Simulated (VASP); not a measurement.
A run of VASP 6.6.1 is set up as follows.

Contents of INCAR:

```
SYSTEM = Ti
ALGO = Normal
EDIFF = 1E-7
ENCUT = 520
GGA = PS
ISIF = 2
ISMEAR = -1
LASPH = .TRUE.
LCHARG = .FALSE.
LREAL = .FALSE.
LWAVE = .FALSE.
NBANDS = 19
NELM = 100
PREC = Accurate
SIGMA = 0.05
```

File KPOINTS:

```
k-points
0
G
  10 10 6
  0 0 0
```

Contents of POSCAR:

```
Ti
1.0
    2.8317133284      0.0000000000      0.0000000000
   -1.4158566642      2.4523356787      0.0000000000
    0.0000000000      0.0000000000      4.4721173145
Ti
2
Direct
    0.6666666667      0.3333333333      0.7500000000
    0.3333333333      0.6666666667      0.2500000000
```

Potentials or basis: VASP PAW PBE potentials, release 64 (Ti_sv).

Launch:

```console
$ cat potpaw_PBE.64/Ti_sv/POTCAR > POTCAR
$ mpirun -np 1 vasp_std > vasp.out
```

Predict the band gap on the k mesh.

zero (bands 12 and 13 overlap by 0.99 eV).

What does it give for the pressure?

9.5 GPa.

Caveat: the cell stands under pressure; the PAW data sets were made with another functional, which shifts forces and pressure a little.
